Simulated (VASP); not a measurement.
Be3CdO4: single point with PBE

Be3CdO4:

```xyz
8
Lattice="2.8600 0.0000 0.0000 0.0000 2.8600 0.0000 0.0000 0.0000 8.6829" Properties=species:S:1:pos:R:3 pbc="T T T"
Be    1.4300    1.4300    6.1552
Be    0.0000    0.0000    4.3414
Be    1.4300    1.4300    2.5276
Cd    0.0000    0.0000    0.0000
O     0.0000    1.4300    5.2450
O     1.4300    0.0000    7.0361
O     1.4300    0.0000    3.4379
O     0.0000    1.4300    1.6468
```

```json
{"Program": "VASP 6.6.1", "Task": "single point", "Functional": "PBE", "Potentials or basis": "VASP PAW PBE potentials, release 64 (Be, Cd_sv_GW, O)", "Cutoff": "700 eV", "k mesh": "6 × 6 × 2", "Occupations": "gaussian, width 0.1 eV", "Spin": "no spin polarisation"}
```

```yaml
Pressure: -0.1 GPa
Largest_force: 0.006 eV/Å
Band_gap_on_the_k_mesh: 1.80 eV
```

Forces on the atoms (eV/Å):
```
Be   0.000  0.000  0.001
Be   0.000  0.000  0.000
Be   0.000  0.000 -0.001
Cd   0.000  0.000  0.000
O    0.000  0.000  0.002
O    0.000  0.000  0.006
O    0.000  0.000 -0.002
O    0.000  0.000 -0.006
```

Stress tensor (GPa, compression positive):
```
-0.24  0.00  0.00
 0.00 -0.24  0.00
 0.00  0.00  0.20
```

Levels at points of the mesh, in eV from the valence-band top:
```csv
k point,band 22,band 23,band 24,band 25,band 26,band 27,band 28,band 29
"(0.00, 0.00, 0.00)",-1.29,-0.87,0.00,0.00,1.80,6.33,7.21,7.44
"(0.50, 0.00, 0.00)",-1.67,-1.05,-1.01,-0.07,4.09,5.02,10.42,10.88
"(0.50, 0.50, 0.00)",-2.22,-2.22,-2.02,-1.96,5.52,5.52,8.90,8.90
"(0.00, 0.00, 0.50)",-1.07,-1.07,-0.08,-0.08,2.20,6.19,6.67,7.55
"(0.50, 0.00, 0.50)",-1.67,-1.49,-1.39,-0.07,4.11,5.05,10.41,10.68
"(0.50, 0.50, 0.50)",-2.43,-2.43,-2.34,-1.75,5.97,5.97,7.93,7.93
```

Run time: 90 s on 1 thread of Intel(R) Xeon(R) Platinum 8375C CPU @ 2.90GHz (Ice Lake), with other jobs on the host, peak memory 0.28 GiB.

A k mesh can miss the band edges.
